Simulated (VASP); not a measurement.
# ReSb (P6_3/mmc) in VASP: further runs

Aim: see how the results for ReSb move with the level of theory and the settings. Levels: r2SCAN, PBE. Tasks: single point, relaxation of shape and atoms at fixed volume.

Everything below comes from runs of VASP 6.6.1. Logs are shortened: lines on timing, memory, paths and dates and some standing lists are left out, and cuts for length are marked.

### 1 The cell of the first run

It takes space group P6_3/mmc (No. 194, hexagonal). The conventional cell has a = 4.323 Å, b = 4.323 Å, c = 5.115 Å, α = 90.00°, β = 90.00°, γ = 120.00°. Re (site symmetry -3m) has 2 Re at 2.56 Å and 6 Sb at 2.80 Å within 3.4 Å. Sb (site symmetry -6m2) has 6 Re at 2.80 Å and 6 Sb at 3.57 Å within 3.7 Å.

### 2 Single point, r2SCAN

File POSCAR:

```
ReSb
1.0
    4.3231342017      0.0000000000      0.0000000000
   -2.1615671008      3.7439440426      0.0000000000
    0.0000000000      0.0000000000      5.1145602950
Re Sb
2 2
Direct
    0.0000000000      0.0000000000      0.0000000000
    0.0000000000      0.0000000000      0.5000000000
    0.3333333333      0.6666666667      0.2500000000
    0.6666666667      0.3333333333      0.7500000000
```

File INCAR.step1:

```
SYSTEM = ReSb
PREC = Accurate
ENCUT = 520
ISMEAR = 0
SIGMA = 0.05
LREAL = .FALSE.
LASPH = .TRUE.
NELM = 60
NBANDS = 20
GGA = PE
ALGO = Normal
EDIFF = 1E-4
LWAVE = .TRUE.
LCHARG = .FALSE.
```

File INCAR.step2:

```
SYSTEM = ReSb
PREC = Accurate
ENCUT = 520
EDIFF = 1E-6
ISMEAR = 0
SIGMA = 0.05
LREAL = .FALSE.
LASPH = .TRUE.
NELM = 60
ALGO = Normal
ISIF = 2
LWAVE = .FALSE.
LCHARG = .FALSE.
METAGGA = R2SCAN
LMIXTAU = .TRUE.
NBANDS = 20
ISTART = 1
```

File KPOINTS:

```
regular mesh
0
G
  10 10 6
  0 0 0
```

Potentials or basis: VASP PAW PBE potentials, release 64 (Re, Sb).

The run is started by

```console
cat potpaw_PBE.64/Re/POTCAR potpaw_PBE.64/Sb/POTCAR > POTCAR
cp INCAR.step1 INCAR
mpirun -np 1 vasp_std > vasp.out
cp INCAR.step2 INCAR
mpirun -np 1 vasp_std > vasp.out
```

OUTCAR:

```text
SYSTEM = ReSb
   PREC = Accurate
   ENCUT = 520
   EDIFF = 1E-6
   ISMEAR = 0
   LREAL = .FALSE.
   LASPH = .TRUE.
   NELM = 60
   ISIF = 2
   METAGGA = R2SCAN
   ISTART = 1

 ion  position               nearest neighbor table
   1  0.000  0.000  0.000-   2 2.56   2 2.56   4 2.80   3 2.80   3 2.80   4 2.80   4 2.80   3 2.80

   2  0.000  0.000  0.500-   1 2.56   1 2.56   4 2.80   3 2.80   3 2.80   4 2.80   4 2.80   3 2.80

   3  0.333  0.667  0.250-   1 2.80   2 2.80   1 2.80   2 2.80   1 2.80   2 2.80   4 3.57   4 3.57
                             4 3.57   4 3.57   4 3.57   4 3.57
   4  0.667  0.333  0.750-   1 2.80   2 2.80   1 2.80   2 2.80   1 2.80   2 2.80   3 3.57   3 3.57
                             3 3.57   3 3.57   3 3.57   3 3.57

  LATTYP: Found a hexagonal cell.
 ALAT       =     4.3231342017
 C/A-ratio  =     1.1830676672

  Lattice vectors:

 A1 = (   4.3231342017,   0.0000000000,   0.0000000000)
 A2 = (  -2.1615671008,   3.7439440426,   0.0000000000)
 A3 = (   0.0000000000,   0.0000000000,   5.1145602950)

Analysis of symmetry for initial positions (statically):
=====================================================================
 Subroutine PRICEL returns:
 Original cell was already a primitive cell.

 Routine SETGRP: Setting up the symmetry group for a
 hexagonal supercell.

 Subroutine GETGRP returns: Found 24 space group operations
 (whereof 12 operations were pure point group operations)
 out of a pool of 24 trial point group operations.

The static configuration has the point symmetry D_3d.
 The point group associated with its full space group is D_6h.

Analysis of symmetry for dynamics (positions and initial velocities):
=====================================================================
 Subroutine PRICEL returns:
 Original cell was already a primitive cell.

 Routine SETGRP: Setting up the symmetry group for a
 hexagonal supercell.

 Subroutine GETGRP returns: Found 24 space group operations
 (whereof 12 operations were pure point group operations)
 out of a pool of 24 trial point group operations.

The dynamic configuration has the point symmetry D_3d.
 The point group associated with its full space group is D_6h.

 Subroutine INISYM returns: Found 24 space group operations
 (whereof 12 operations are pure point group operations),
 and found     1 'primitive' translations

----------------------------------------------------------------------------------------

                                     Primitive cell

  volume of cell :      82.7821

  direct lattice vectors                    reciprocal lattice vectors
     4.323134202  0.000000000  0.000000000     0.231313661  0.133549005  0.000000000
    -2.161567101  3.743944043  0.000000000     0.000000000  0.267098009  0.000000000
     0.000000000  0.000000000  5.114560295     0.000000000  0.000000000  0.195520229

  length of vectors
     4.323134202  4.323134202  5.114560295     0.267098009  0.267098009  0.195520229

  position of ions in fractional coordinates (direct lattice)
     0.000000000  0.000000000  0.000000000
     0.000000000  0.000000000  0.500000000
     0.333333333  0.666666667  0.250000000
     0.666666667  0.333333333  0.750000000

  ion indices of the primitive-cell ions
   primitive index   ion index
                 1           1
                 2           2
                 3           3
                 4           4

----------------------------------------------------------------------------------------

 KPOINTS: regular mesh

Automatic generation of k-mesh.
 Grid dimensions read from file:
 generate k-points for:   10   10    6

 Generating k-lattice:

  Cartesian coordinates                     Fractional coordinates (reciprocal lattice)
     0.023131366  0.013354900  0.000000000     0.100000000  0.000000000  0.000000000
     0.000000000  0.026709801  0.000000000     0.000000000  0.100000000  0.000000000
     0.000000000  0.000000000  0.032586705     0.000000000  0.000000000  0.166666667

  Length of vectors
     0.026709801  0.026709801  0.032586705

  Shift w.r.t. Gamma in fractional coordinates (k-lattice)
     0.000000000  0.000000000  0.000000000

 Subroutine IBZKPT returns following result:
 ===========================================

 Found     56 irreducible k-points:

 Following reciprocal coordinates:
            Coordinates               Weight
  0.000000  0.000000  0.000000      1.000000
  0.100000 -0.000000  0.000000      6.000000
  0.200000 -0.000000  0.000000      6.000000
  0.300000 -0.000000  0.000000      6.000000
  0.400000 -0.000000  0.000000      6.000000
  0.500000 -0.000000  0.000000      3.000000
[... 16 lines left out ...]
  0.300000  0.100000  0.166667     24.000000
  0.400000  0.100000  0.166667     24.000000
 [... further k-points ...]
   k-points           NKPTS =     56   k-points in BZ     NKDIM =     56   number of bands    NBANDS=     20
   number of dos      NEDOS =    301   number of ions     NIONS =      4
   total plane-waves  NPLWV =  40960
   dimension x,y,z NGX =    32 NGY =   32 NGZ =   40
   dimension x,y,z NGXF=    64 NGYF=   64 NGZF=   80
   ions per type =               2   2
   NGX,Y,Z   is equivalent  to a cutoff of  12.31, 12.31, 13.00 a.u.
   NGXF,Y,Z  is equivalent  to a cutoff of  24.61, 24.61, 26.00 a.u.
 SYSTEM =  ReSb
   PREC   = accura    normal or accurate (medium, high low for compatibility)
   ISTART =      1    job   : 0-new  1-cont  2-samecut
   ICHARG =      0    charge: 1-file 2-atom 10-const
   ISPIN  =      1    spin polarized calculation?
   LNONCOLLINEAR =      F non collinear calculations
   LSORBIT =      F    spin-orbit coupling
   LASPH  =      T    aspherical Exc in radial PAW
   ENCUT  =  520.0 eV  38.22 Ry    6.18 a.u.   8.04  8.04  9.51*2*pi/ulx,y,z
   NELM   =     60;   NELMIN=  2; NELMDL=  0     # of ELM steps
   EDIFF  = 0.1E-05   stopping-criterion for ELM
   LREAL  =      F    real-space projection
   EDIFFG = 0.1E-04   stopping-criterion for IOM
   NSW    =      0    number of steps for IOM
   IBRION =     -1    ionic relax: 0-MD 1-quasi-New 2-CG
   NFREE  =      0    steps in history (QN), initial steepest desc. (CG)
   ISIF   =      2    stress and relaxation
   ISYM   =      2    0-nonsym 1-usesym 2-fastsym
   POTIM  = 0.5000    time-step for ionic-motion
   TEBEG  =    0.0;   TEEND  =   0.0 temperature during run
   PSTRESS=    0.0 pullay stress
   NELECT =      24.0000    total number of electrons
   NUPDOWN=      -1.0000    fix difference up-down
   EMIN   =  10.00;   EMAX   =-10.00  energy-range for DOS
   EFERMI =   0.00;   METHOD = LEGACY
   ISMEAR =     0;   SIGMA  =   0.05  broadening in eV -4-tet -1-fermi 0-gaus
   EFERMI_NEDOS =   21; number of points for ismear=-14 and -15
   IALGO  =     38    algorithm
   IMIX   =      4    mixing-type and parameters
     AMIX     =   0.40;   BMIX     =  1.00
     AMIX_MAG =   1.60;   BMIX_MAG =  1.00
  volume/ion in A,a.u.               =      20.70       139.66
  Fermi-wavevector in a.u.,A,eV,Ry     =   1.083510  2.047538 15.973172  1.173995
  Thomas-Fermi vector in A             =   2.219578
   LORBIT       =      0    0 simple, 1 ext, 2 COOP (PROOUT), +10 PAW based schemes
   METAGGA = R2SCAN    functional components
   LHFCALC =     F    Hartree Fock is set to
   AEXX    =    0.0000 exact exchange contribution
   IVDW    =     0    specifies the selected vdW correction
   LEPSILON=     F    determine dielectric tensor
   LRPA    =     F    only Hartree local field effects (RPA)
 non-spin polarized calculation
 Gauss-broadening in eV      SIGMA  =   0.05
  energy-cutoff  :      520.00
  volume of cell :       82.78
 maximum number of plane-waves:      2248
   NGX = 17   NGY = 17   NGZ = 19

 number of electron      24.0000001 magnetization

 Free energy of the ion-electron system (eV)
  ---------------------------------------------------
  ext. energy  EPLUGINS =         0.00000000
  ---------------------------------------------------
  free energy    TOTEN  =      -154.68217192 eV

  energy without entropy =     -154.67682639  energy(sigma->0) =     -154.67949915

 E-fermi :   7.9828     XC(G=0): -12.1930

 val. band max:        7.9802071760   @ k =   0.3000   0.2000   0.5000
 cond. band min:       7.9847957411   @ k =   0.5000  -0.0000   0.1667
 fundamental gap:      0.0045885652
 Fermi energy:         7.9828169792

 k-point     1 :       0.0000    0.0000    0.0000
  band No.  band energies     occupation
      1      -4.8271      2.00000
      2      -0.1840      2.00000
      3       2.0291      2.00000
      4       2.8111      2.00000
      5       2.8111      2.00000
      6       2.9692      2.00000
[... 12 lines left out ...]
     19      13.9125      0.00000
     20      13.9314      0.00000

 k-point     2 :       0.1000   -0.0000    0.0000
  band No.  band energies     occupation
      1      -4.7054      2.00000
      2      -0.4059      2.00000
      3       2.1783      2.00000
      4       2.8619      2.00000
      5       2.9201      2.00000
      6       3.1296      2.00000
[... 12 lines left out ...]
     19      13.3449      0.00000
     20      13.9437      0.00000

 k-point     3 :       0.2000   -0.0000    0.0000
  band No.  band energies     occupation
      1      -4.3492      2.00000
      2      -0.8720      2.00000
      3       2.6148      2.00000
      4       2.7075      2.00000
      5       2.9889      2.00000
      6       3.7813      2.00000
[... 12 lines left out ...]
     19      13.0738      0.00000
     20      14.6110      0.00000

 k-point     4 :       0.3000   -0.0000    0.0000
  band No.  band energies     occupation
      1      -3.7903      2.00000
      2      -1.3626      2.00000
      3       2.1398      2.00000
      4       3.1163      2.00000
      5       3.2932      2.00000
      6       3.6504      2.00000
[... 429 lines left out ...]
 k-point    23 :       0.3000    0.1000    0.1667
  band No.  band energies     occupation
      1      -3.2464      2.00000
      2      -1.6925      2.00000
      3       1.8767      2.00000
      4       3.0285      2.00000
      5       3.2410      2.00000
      6       3.8615      2.00000
[... 12 lines left out ...]
     19      14.1106      0.00000
     20      14.5901      0.00000

 k-point    24 :       0.4000    0.1000    0.1667
  band No.  band energies     occupation
      1      -2.5966      2.00000
      2      -2.0630      2.00000
      3       1.2528      2.00000
      4       3.1229      2.00000
      5       3.4059      2.00000
      6       3.9318      2.00000
[... 12 lines left out ...]
     19      14.3318      0.00000
     20      14.5099      0.00000

 [... further k-points ...]

------------------------ aborting loop because EDIFF is reached ----------------------------------------

  FORCE on cell =-STRESS in cart. coord.  units (eV):
  Direction    XX          YY          ZZ          XY          YZ          ZX
  --------------------------------------------------------------------------------------
  -------------------------------------------------------------------------------------
  Total       -1.6161017     -1.6161017     -1.5805577     -0.0000000      0.0000000      0.0000000
  in kB      -31.2782821    -31.2782821    -30.5903578     -0.0000000      0.0000000      0.0000000
  external PRESSURE =     -31.0489740 kB  Pullay stress =       0.0000000 kB

 VOLUME and BASIS-vectors are now :
 -----------------------------------------------------------------------------
  energy-cutoff  :      520.00
  volume of cell :       82.78
      direct lattice vectors                 reciprocal lattice vectors
     4.323134202  0.000000000  0.000000000     0.231313661  0.133549005  0.000000000
    -2.161567101  3.743944043  0.000000000     0.000000000  0.267098009  0.000000000
     0.000000000  0.000000000  5.114560295     0.000000000  0.000000000  0.195520229

 POSITION                                       TOTAL-FORCE (eV/Angst)
 -----------------------------------------------------------------------------------
      0.00000      0.00000      0.00000        -0.000000      0.000000     -0.000000
      0.00000      0.00000      2.55728        -0.000000      0.000000     -0.000000
     -0.00000      2.49596      1.27864        -0.000000      0.000000      0.000000
      2.16157      1.24798      3.83592         0.000000     -0.000000     -0.000000
 -----------------------------------------------------------------------------------
    total drift:                                0.000000     -0.000000      0.000000

  FREE ENERGIE OF THE ION-ELECTRON SYSTEM (eV)
  ---------------------------------------------------
  free  energy   TOTEN  =      -154.6821719174 eV

  energy  without entropy=     -154.6768263918  energy(sigma->0) =     -154.67949915
```

Wall time 1.9 min (1 thread of Intel Xeon 6975P-C (Granite Rapids), shared host); peak memory 0.26 GiB.

What came out:

```
Free energy            : -154.6822 eV
Pressure               : -3.1 GPa
Band gap on the k mesh : zero (bands 12 and 13 overlap by 0.90 eV)
```

Caveat: the cell stands under tension; the PAW data sets were made with another functional, which shifts forces and pressure a little; spin-orbit coupling is left out, which moves the levels of the heavy elements.

(Part 1 of 2 ends here.)
